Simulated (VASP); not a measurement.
# Ta4S in VASP: notebook, part 2 of 2

VASP 6.6.1. Earlier steps stand in the parts before.

**4. Single point, LDA**

INCAR reads:

```
SYSTEM = Ta4S
PREC = Accurate
ENCUT = 520
EDIFF = 1E-6
ISMEAR = 0
SIGMA = 0.1
LREAL = .FALSE.
LASPH = .TRUE.
NELM = 80
ALGO = Normal
ISIF = 2
LWAVE = .FALSE.
LCHARG = .TRUE.
LDIPOL = .TRUE.
IDIPOL = 3
DIPOL = 0.5 0.5 0.366
LELF = .TRUE.
LVHAR = .TRUE.
LVACPOTAV = .TRUE.
NBANDS = 33
```

KPOINTS reads:

```
regular mesh
0
G
  8 8 1
  0 0 0
```

POSCAR reads:

```
Ta4S
1.0
    3.2528501163      0.0000000000      0.0000000000
    0.0000000000      3.2528501163      0.0000000000
    0.0000000000      0.0000000000     20.2133955625
Ta S
4 1
Direct
    0.5000000000      0.5000000000      0.1978885728
    0.0000000000      0.0000000000      0.2783513062
    0.5000000000      0.5000000000      0.3580225063
    0.0092642767     -0.2186012670      0.4570783359
    0.1250000000      0.2500000000      0.5376913638
```

Potentials or basis: VASP PAW LDA potentials, release 64 (Ta_pv, S).

Launch:

```bash
cat potpaw_LDA.64/Ta_pv/POTCAR potpaw_LDA.64/S/POTCAR > POTCAR
mpirun -np 1 vasp_std > vasp.out
```

OUTCAR:

```text
SYSTEM = Ta4S
   PREC = Accurate
   ENCUT = 520
   EDIFF = 1E-6
   ISMEAR = 0
   LREAL = .FALSE.
   LASPH = .TRUE.
   NELM = 80
   ISIF = 2

 ion  position               nearest neighbor table
   1  0.500  0.500  0.198-   2 2.82   2 2.82   2 2.82   2 2.82   3 3.24
   2  0.000  0.000  0.278-   3 2.81   3 2.81   3 2.81   3 2.81   1 2.82   1 2.82   1 2.82   1 2.82

   3  0.500  0.500  0.358-   4 2.72   4 2.76   2 2.81   2 2.81   2 2.81   2 2.81   1 3.24   4 3.47
                             4 3.50
   4  0.009  0.781  0.457-   5 2.26   5 2.41   3 2.72   3 2.76   3 3.47   3 3.50
   5  0.125  0.250  0.538-   4 2.26   4 2.41

  LATTYP: Found a simple tetragonal cell.
 ALAT       =     3.2528501163
 C/A-ratio  =     6.2140568547

  Lattice vectors:

 A1 = (   3.2528501163,   0.0000000000,   0.0000000000)
 A2 = (   0.0000000000,   3.2528501163,   0.0000000000)
 A3 = (   0.0000000000,   0.0000000000,  20.2133955625)

Analysis of symmetry for initial positions (statically):
=====================================================================
 Subroutine PRICEL returns:
 Original cell was already a primitive cell.

 Routine SETGRP: Setting up the symmetry group for a
 simple tetragonal supercell.

 Subroutine GETGRP returns: Found  1 space group operations
 (whereof  1 operations were pure point group operations)
 out of a pool of 16 trial point group operations.

The static configuration has the point symmetry C_1 .

Analysis of symmetry for dynamics (positions and initial velocities):
=====================================================================
 Subroutine PRICEL returns:
 Original cell was already a primitive cell.

 Routine SETGRP: Setting up the symmetry group for a
 simple tetragonal supercell.

 Subroutine GETGRP returns: Found  1 space group operations
 (whereof  1 operations were pure point group operations)
 out of a pool of 16 trial point group operations.
[... 130 lines left out ...]
  Thomas-Fermi vector in A             =   2.141370
   LORBIT       =      0    0 simple, 1 ext, 2 COOP (PROOUT), +10 PAW based schemes
   GGA     = CA    functional components
   LHFCALC =     F    Hartree Fock is set to
   AEXX    =    0.0000 exact exchange contribution
   IVDW    =     0    specifies the selected vdW correction
   LEPSILON=     F    determine dielectric tensor
   LRPA    =     F    only Hartree local field effects (RPA)
 non-spin polarized calculation
 Gauss-broadening in eV      SIGMA  =   0.10
  energy-cutoff  :      520.00
  volume of cell :      213.88
 maximum number of plane-waves:      5812
   NGX = 13   NGY = 13   NGZ = 75

 dipolmoment           0.000000      0.000000     -0.049050 electrons x Angstroem

 number of electron      50.0000005 magnetization

 dipolmoment           0.000000      0.000000      0.084925 electrons x Angstroem

 Free energy of the ion-electron system (eV)
  ---------------------------------------------------
  ext. energy  EPLUGINS =         0.00000000
  ---------------------------------------------------
  free energy    TOTEN  =       -53.60572684 eV

  energy without entropy =      -53.58527809  energy(sigma->0) =      -53.59550247

 E-fermi :  -0.3473     XC(G=0):  -6.2284

 val. band max:       -0.3903990973   @ k =  -0.3750   0.2500   0.0000
 cond. band min:      -0.3427629973   @ k =   0.0000   0.2500   0.0000
 fundamental gap:      0.0476361000
 Fermi energy:        -0.3473240233

 k-point     1 :       0.0000    0.0000    0.0000
  band No.  band energies     occupation
      1     -34.9728      2.00000
      2     -34.7679      2.00000
      3     -34.7595      2.00000
      4     -34.7274      2.00000
      5     -34.4979      2.00000
      6     -34.4668      2.00000
[... 853 lines left out ...]
     32       2.5902      0.00000
     33       3.1815      0.00000

 [... further k-points ...]

------------------------ aborting loop because EDIFF is reached ----------------------------------------

  FORCE on cell =-STRESS in cart. coord.  units (eV):
  Direction    XX          YY          ZZ          XY          YZ          ZX
  --------------------------------------------------------------------------------------
  -------------------------------------------------------------------------------------
  Total       -5.3412336     -5.3772723     -3.7698462      0.6216321      3.9141942     -0.1667161
  in kB      -40.0114950    -40.2814626    -28.2401394      4.6566824     29.3214589     -1.2488801
  external PRESSURE =     -36.1776990 kB  Pullay stress =       0.0000000 kB

 VOLUME and BASIS-vectors are now :
 -----------------------------------------------------------------------------
  energy-cutoff  :      520.00
  volume of cell :      213.88
      direct lattice vectors                 reciprocal lattice vectors
     3.252850116  0.000000000  0.000000000     0.307422711  0.000000000  0.000000000
     0.000000000  3.252850116  0.000000000     0.000000000  0.307422711  0.000000000
     0.000000000  0.000000000 20.213395563     0.000000000  0.000000000  0.049472143

 POSITION                                       TOTAL-FORCE (eV/Angst)
 -----------------------------------------------------------------------------------
      1.62643      1.62643      4.00000        -0.043222      0.026321      1.679937
      0.00000      0.00000      5.62643         0.111104     -0.064340     -0.970982
      1.62643      1.62643      7.23685        -0.026988     -1.039130     -0.747133
      0.03014      2.54177      9.23911        -0.012907      0.009613      0.003980
      0.40661      0.81321     10.86857        -0.027987      1.067536      0.034198
 -----------------------------------------------------------------------------------
    total drift:                               -0.000027     -0.000010      0.000184

  FREE ENERGIE OF THE ION-ELECTRON SYSTEM (eV)
  ---------------------------------------------------
  free  energy   TOTEN  =       -53.6057268440 eV

  energy  without entropy=      -53.5852780943  energy(sigma->0) =      -53.59550247

 vacuum level on the upper side and lower side of the slab         5.338         3.885
```

stdout:

```text
POSCAR found type information on POSCAR TaS
 POSCAR found :  2 types and       5 ions
 scaLAPACK will be used
 LDA part: xc-table for (Slater(with rela. corr.)+CA(PZ))
 , standard interpolation
 POSCAR, INCAR and KPOINTS ok, starting setup
 FFT: planning ... GRIDC
 FFT: planning ... GRID_SOFT
 FFT: planning ... GRID
 WAVECAR not read
 entering main loop
 -----------------------------------------------------------------------------
|                                                                             |
|           W    W    AA    RRRRR   N    N  II  N    N   GGGG   !!!           |
|           W    W   A  A   R    R  NN   N  II  NN   N  G    G  !!!           |
|           W    W  A    A  R    R  N N  N  II  N N  N  G       !!!           |
|           W WW W  AAAAAA  RRRRR   N  N N  II  N  N N  G  GGG   !            |
|           WW  WW  A    A  R   R   N   NN  II  N   NN  G    G                |
|           W    W  A    A  R    R  N    N  II  N    N   GGGG   !!!           |
|                                                                             |
|     Did not find any points to average over, which means that no vacuum     |
|     field-free region was found. Please increase the size of  your cell     |
|     in the dimension of the dipole correction to obtain accurate            |
|     workfunction values.                                                    |
|                                                                             |
 -----------------------------------------------------------------------------
```

Run time: 4.4 min. Hardware: 1 thread of Intel Xeon Platinum 8375C at 2.90GHz (Ice Lake), shared host; peak memory 0.34 GiB.

Results:

```
Free energy            : -53.6057 eV
Largest force          : 1.681 eV/Å
Band gap on the k mesh : zero (bands 25 and 26 overlap by 0.42 eV)
```

Forces on the atoms (eV/Å):
```
Ta  -0.043  0.026  1.680
Ta   0.111 -0.064 -0.971
Ta  -0.027 -1.039 -0.747
Ta  -0.013  0.010  0.004
S   -0.028  1.068  0.034
```

Levels at points of the mesh, in eV from the Fermi level:
```csv
k point,band 22,band 23,band 24,band 25,band 26,band 27,band 28,band 29
"(0.00, 0.00, 0.00)",-0.95,-0.12,0.04,0.26,0.48,0.76,1.06,1.58
"(0.50, 0.00, 0.00)",-1.05,-0.97,-0.55,-0.12,0.35,1.18,1.30,1.43
"(0.00, 0.50, 0.00)",-1.03,-0.80,-0.71,-0.44,0.59,0.92,1.41,1.55
"(0.50, 0.50, 0.00)",-1.54,-1.27,-0.26,-0.22,0.45,1.74,2.40,2.48
```

Caveat: spin-orbit coupling is left out, which moves the levels of the heavy elements.

**5. Summary**

```tsv
cell	gap on the mesh (eV)	largest force (eV/Å)
as given, atomic positions A	none	2.41
as given, atomic positions B	none	1.44
as given, atomic positions C	none	1.68
```

Alike in all rows: task single point; level LDA; potentials or basis VASP PAW LDA potentials, release 64 (Ta_pv, S); no spin polarisation; k mesh 8 × 8 × 1; cutoff (eV) 520; smearing gaussian 0.1 eV.

Caveats: spin-orbit coupling is left out, which moves the levels of the heavy elements.

Absolute energies hang on the potentials; compare differences alone.
